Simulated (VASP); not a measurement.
## HfO2: single point with PBE

Crystal: HfO2.

```
Hf O
1.0
     3.25266    0.00000    0.00000
    -1.62633    2.81688    0.00000
     0.00000    0.00000    5.99219
Hf O
1 2
Direct
  0.00000 0.00000 0.00000
  0.33333 0.66667 0.16181
  0.66667 0.33333 0.83819
```

This cell differs from its parent crystal: volume scaled by 1.070.

```
Program             : VASP 6.6.1
Task                : single point
Functional          : PBE
Potentials or basis : VASP PAW PBE potentials, release 64 (Hf_pv, O)
Cutoff              : 520 eV
k mesh              : 12 × 12 × 6
Occupations         : gaussian, width 0.05 eV
Spin                : no spin polarisation
```

The pressure is -2.0 GPa. The largest force is 0.198 eV/Å and the band gap on the k mesh is 4.80 eV, indirect (least direct gap 5.03 eV).

Forces on the atoms (eV/Å):
```
Hf   0.000  0.000  0.000
O    0.000  0.000 -0.198
O    0.000  0.000  0.198
```

Stress tensor (GPa, compression positive):
```
-2.29  0.00  0.00
 0.00 -2.29  0.00
 0.00  0.00 -1.28
```

Levels at points of the mesh, in eV from the valence-band top:
```
           k point  band 8  band 9  band 10  band 11  band 12  band 13  band 14  band 15
(0.00, 0.00, 0.00)   -3.25   -0.51    -0.27    -0.27     5.09     5.09     5.22     7.49
(0.50, 0.00, 0.00)   -1.79   -1.28    -1.01    -0.47     4.80     5.95     7.06     9.70
(0.00, 0.00, 0.50)   -3.12   -0.77    -0.28    -0.28     5.09     5.09     5.80     7.47
(0.50, 0.00, 0.50)   -1.84   -1.25    -1.00    -0.38     4.83     6.03     7.06     9.54
```

Run time: 3.1 min on 1 thread of AMD EPYC 7R13, with other jobs on the host, peak memory 0.21 GiB.

Caveat: spin-orbit coupling is left out, which moves the levels of the heavy elements. A k mesh can miss the band edges.
